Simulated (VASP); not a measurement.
# RuS (F-43m) in VASP: notebook, part 2 of 2

VASP 6.6.1.

**3. Single point, PBEsol+U, collinear spin, ferromagnetic start**

INCAR reads:

```
  ALGO = Normal
  EDIFF = 1E-6
  ENCUT = 520
  GGA = PS
  ISIF = 2
  ISMEAR = 0
  ISPIN = 2
  LASPH = T
  LCHARG = F
  LDAU = T
  LDAUJ = 0 0
  LDAUL = 2 -1
  LDAUPRINT = 1
  LDAUTYPE = 2
  LDAUU = 2 0
  LMAXMIX = 4
  LORBIT = 11
  LREAL = F
  LWAVE = F
  MAGMOM = 2 0
  NBANDS = 21
  NELM = 150
  NUPDOWN = 2.0
  PREC = Accurate
  SIGMA = 0.05
```

KPOINTS reads:

```
k-points
0
Gamma
  6 6 6
```

POSCAR reads:

```
RuS
1.0
    0.0000000000      2.7642955000      2.7642955000
    2.7642955000      0.0000000000      2.7642955000
    2.7642955000      2.7642955000      0.0000000000
Ru S
1 1
Direct
    0.0000000000      0.0000000000      0.0000000000
    0.2500000000      0.2500000000      0.2500000000
```

Potentials or basis: VASP PAW PBE potentials, release 64 (Ru_pv, S).

Launch:

```bash
> cat potpaw_PBE.64/Ru_pv/POTCAR potpaw_PBE.64/S/POTCAR > POTCAR
> mpirun -np 1 vasp_std > vasp.out
```

OUTCAR:

```text
EDIFF = 1E-6
   ENCUT = 520
   GGA = PS
   ISIF = 2
   ISMEAR = 0
   ISPIN = 2
   LASPH = T
   LORBIT = 11
   LREAL = F
   NELM = 150
   NUPDOWN = 2.0
   PREC = Accurate

 ion  position               nearest neighbor table
   1  0.000  0.000  0.000-   2 2.39   2 2.39   2 2.39   2 2.39
   2  0.250  0.250  0.250-   1 2.39   1 2.39   1 2.39   1 2.39

  LATTYP: Found a face centered cubic cell.
 ALAT       =     5.5285910000

  Lattice vectors:

 A1 = (   0.0000000000,   2.7642955000,   2.7642955000)
 A2 = (   2.7642955000,   0.0000000000,   2.7642955000)
 A3 = (   2.7642955000,   2.7642955000,   0.0000000000)

Analysis of symmetry for initial positions (statically):
=====================================================================
 Subroutine PRICEL returns:
 Original cell was already a primitive cell.

 Routine SETGRP: Setting up the symmetry group for a
 face centered cubic supercell.

 Subroutine GETGRP returns: Found 24 space group operations
 (whereof 24 operations were pure point group operations)
 out of a pool of 48 trial point group operations.

The static configuration has the point symmetry T_d .

Analysis of symmetry for dynamics (positions and initial velocities):
=====================================================================
 Subroutine PRICEL returns:
 Original cell was already a primitive cell.

 Routine SETGRP: Setting up the symmetry group for a
 face centered cubic supercell.

 Subroutine GETGRP returns: Found 24 space group operations
 (whereof 24 operations were pure point group operations)
 out of a pool of 48 trial point group operations.

The dynamic configuration has the point symmetry T_d .

Analysis of structural, dynamic, and magnetic symmetry:
=====================================================================
 Subroutine PRICEL returns:
 Original cell was already a primitive cell.

 Routine SETGRP: Setting up the symmetry group for a
 face centered cubic supercell.

 Subroutine GETGRP returns: Found 24 space group operations
 (whereof 24 operations were pure point group operations)
 out of a pool of 48 trial point group operations.

The overall configuration has the point symmetry T_d .

 Subroutine INISYM returns: Found 24 space group operations
 (whereof 24 operations are pure point group operations),
 and found     1 'primitive' translations

----------------------------------------------------------------------------------------

                                     Primitive cell

  volume of cell :      42.2458

  direct lattice vectors                    reciprocal lattice vectors
     0.000000000  2.764295500  2.764295500    -0.180877913  0.180877913  0.180877913
     2.764295500  0.000000000  2.764295500     0.180877913 -0.180877913  0.180877913
     2.764295500  2.764295500  0.000000000     0.180877913  0.180877913 -0.180877913

  length of vectors
     3.909304187  3.909304187  3.909304187     0.313289735  0.313289735  0.313289735

[... 111 lines left out ...]
 NGX is ok and might be reduce to    30
   NGX = 15   NGY = 15   NGZ = 15

atom =   1  type =  1  l = 2

 onsite density matrix

spin component  1

  0.7383 -0.0000 -0.0000  0.0000 -0.0000
 -0.0000  0.7383 -0.0000  0.0000 -0.0000
 -0.0000 -0.0000  0.8176  0.0000 -0.0000
  0.0000  0.0000  0.0000  0.7383  0.0000
 -0.0000 -0.0000 -0.0000  0.0000  0.8176

spin component  2

  0.3076  0.0000  0.0000 -0.0000  0.0000
  0.0000  0.3076 -0.0000 -0.0000  0.0000
  0.0000 -0.0000  0.6545 -0.0000 -0.0000
 -0.0000 -0.0000 -0.0000  0.3076  0.0000
  0.0000  0.0000 -0.0000  0.0000  0.6545

 occupancies and eigenvectors

  o =  0.3076  v =  0.0000  0.0000  0.0000  0.0000  0.0000  0.0000 -0.9822  0.0000 -0.1877 -0.0000      0.0000  0.0000  0.0000  0.0000  0.0000  0.0000  0.0000  0.0000  0.0000  0.0000
  o =  0.3076  v =  0.0000  0.0000  0.0000  0.0000  0.0000  1.0000  0.0000  0.0000  0.0000  0.0000      0.0000  0.0000  0.0000  0.0000  0.0000  0.0000  0.0000  0.0000  0.0000  0.0000
  o =  0.3076  v =  0.0000  0.0000  0.0000  0.0000  0.0000  0.0000 -0.1877 -0.0000  0.9822  0.0000      0.0000  0.0000  0.0000  0.0000  0.0000  0.0000  0.0000  0.0000  0.0000  0.0000
  o =  0.6545  v =  0.0000  0.0000  0.0000  0.0000  0.0000  0.0000 -0.0000 -0.5164 -0.0000  0.8564      0.0000  0.0000  0.0000  0.0000  0.0000  0.0000  0.0000  0.0000  0.0000  0.0000
  o =  0.6545  v =  0.0000  0.0000  0.0000  0.0000  0.0000  0.0000  0.0000  0.8564  0.0000  0.5164      0.0000  0.0000  0.0000  0.0000  0.0000  0.0000  0.0000  0.0000  0.0000  0.0000
  o =  0.7383  v =  1.0000  0.0000  0.0000  0.0000  0.0000  0.0000  0.0000  0.0000  0.0000  0.0000      0.0000  0.0000  0.0000  0.0000  0.0000  0.0000  0.0000  0.0000  0.0000  0.0000
  o =  0.7383  v =  0.0000 -0.8688  0.0000  0.4951  0.0000  0.0000  0.0000  0.0000  0.0000  0.0000      0.0000  0.0000  0.0000  0.0000  0.0000  0.0000  0.0000  0.0000  0.0000  0.0000
  o =  0.7383  v =  0.0000 -0.4951 -0.0000 -0.8688 -0.0000  0.0000  0.0000  0.0000  0.0000  0.0000      0.0000  0.0000  0.0000  0.0000  0.0000  0.0000  0.0000  0.0000  0.0000  0.0000
  o =  0.8176  v =  0.0000  0.0000  0.8893 -0.0000  0.4574  0.0000  0.0000  0.0000  0.0000  0.0000      0.0000  0.0000  0.0000  0.0000  0.0000  0.0000  0.0000  0.0000  0.0000  0.0000
  o =  0.8176  v =  0.0000 -0.0000  0.4574 -0.0000 -0.8893  0.0000  0.0000  0.0000  0.0000  0.0000      0.0000  0.0000  0.0000  0.0000  0.0000  0.0000  0.0000  0.0000  0.0000  0.0000

 number of electron      19.9999994 magnetization       1.9999999

 Free energy of the ion-electron system (eV)
  ---------------------------------------------------
  ext. energy  EPLUGINS =         0.00000000
  ---------------------------------------------------
  free energy    TOTEN  =       -11.54733125 eV

  energy without entropy =      -11.54414079  energy(sigma->0) =      -11.54573602

 E-fermi :   5.0621     XC(G=0): -10.3619

 val. band max:        5.9585600428   @ k =   0.5000   0.1667   0.0000
 cond. band min:       5.0677518570   @ k =   0.5000   0.5000   0.0000
 fundamental gap:     -0.8908081858
 Fermi energy:         5.9762764938

 spin component 1

 k-point     1 :       0.0000    0.0000    0.0000
  band No.  band energies     occupation
      1     -37.2945      1.00000
      2     -37.2945      1.00000
      3     -37.2945      1.00000
      4      -8.5314      1.00000
      5       0.1569      1.00000
      6       0.1569      1.00000
[... 373 lines left out ...]
     20      19.1613      0.00000
     21      19.5813      0.00000
 Fermi energy:         5.0621210782

 spin component 2

 k-point     1 :       0.0000    0.0000    0.0000
  band No.  band energies     occupation
      1     -36.0490      1.00000
      2     -36.0490      1.00000
      3     -36.0490      1.00000
      4      -8.3565      1.00000
      5       1.1401      1.00000
      6       1.1401      1.00000
[... 373 lines left out ...]
     20      19.5462      0.00000
     21      19.9368      0.00000

------------------------ aborting loop because EDIFF is reached ----------------------------------------

  FORCE on cell =-STRESS in cart. coord.  units (eV):
  Direction    XX          YY          ZZ          XY          YZ          ZX
  --------------------------------------------------------------------------------------
  -------------------------------------------------------------------------------------
  Total       -3.1918952     -3.1918952     -3.1918952      0.0000000      0.0000000     -0.0000000
  in kB     -121.0530705   -121.0530705   -121.0530705      0.0000000      0.0000000     -0.0000000
  external PRESSURE =    -121.0530705 kB  Pullay stress =       0.0000000 kB

 VOLUME and BASIS-vectors are now :
 -----------------------------------------------------------------------------
  energy-cutoff  :      520.00
  volume of cell :       42.25
      direct lattice vectors                 reciprocal lattice vectors
     0.000000000  2.764295500  2.764295500    -0.180877913  0.180877913  0.180877913
     2.764295500  0.000000000  2.764295500     0.180877913 -0.180877913  0.180877913
     2.764295500  2.764295500  0.000000000     0.180877913  0.180877913 -0.180877913

 POSITION                                       TOTAL-FORCE (eV/Angst)
 -----------------------------------------------------------------------------------
      0.00000      0.00000      0.00000        -0.000000      0.000000      0.000000
      1.38215      1.38215      1.38215         0.000000     -0.000000     -0.000000
 -----------------------------------------------------------------------------------
    total drift:                                0.000000      0.000000      0.000000

  FREE ENERGIE OF THE ION-ELECTRON SYSTEM (eV)
  ---------------------------------------------------
  free  energy   TOTEN  =       -11.5473312478 eV

  energy  without entropy=      -11.5441407904  energy(sigma->0) =      -11.54573602

 total charge

# of ion       s       p       d       tot
------------------------------------------
    1        0.270   6.168   6.034  12.473
    2        1.319   2.282   0.000   3.601
--------------------------------------------------
tot          1.589   8.451   6.034  16.074

 magnetization (x)

# of ion       s       p       d       tot
------------------------------------------
    1        0.033   0.041   1.612   1.687
    2        0.016   0.037   0.000   0.053
--------------------------------------------------
tot          0.049   0.078   1.612   1.740
```

stdout:

```text
POSCAR found type information on POSCAR RuS
 POSCAR found :  2 types and       2 ions
 scaLAPACK will be used
 -----------------------------------------------------------------------------
|                                                                             |
|                                                                             |
|     You enforced a specific xc type in the INCAR file but a different       |
|     I HOPE YOU KNOW WHAT YOU ARE DOING!                                     |
|                                                                             |
 -----------------------------------------------------------------------------

 LDA part: xc-table for (Slater+PW92), standard interpolation
 POSCAR, INCAR and KPOINTS ok, starting setup
 FFT: planning ... GRIDC
 FFT: planning ... GRID_SOFT
 FFT: planning ... GRID
 WAVECAR not read
 entering main loop
```

Run time: 39 s. Hardware: 1 thread of AMD EPYC 7R13, shared host; peak memory 0.16 GiB.

Results:

- Free energy: -11.5473 eV
- Pressure: -12.1 GPa
- Net moment: 2.00 μB per cell
- Site moments: Ru +1.69; S +0.05 μB
- Valence electrons inside the program's atomic spheres: Ru 12.47; S 3.60

Eigenvalues of the final occupation matrices:
| site | spin | trace | eigenvalues |
| --- | --- | --- | --- |
| site 1 d | 1 | 3.85 | 0.74 0.74 0.74 0.82 0.82 |
| site 1 d | 2 | 2.23 | 0.31 0.31 0.31 0.65 0.65 |

Caveat: the cell stands under tension; the PAW data sets were made with another functional, which shifts forces and pressure a little; the total moment is fixed, so each spin has its own Fermi level.
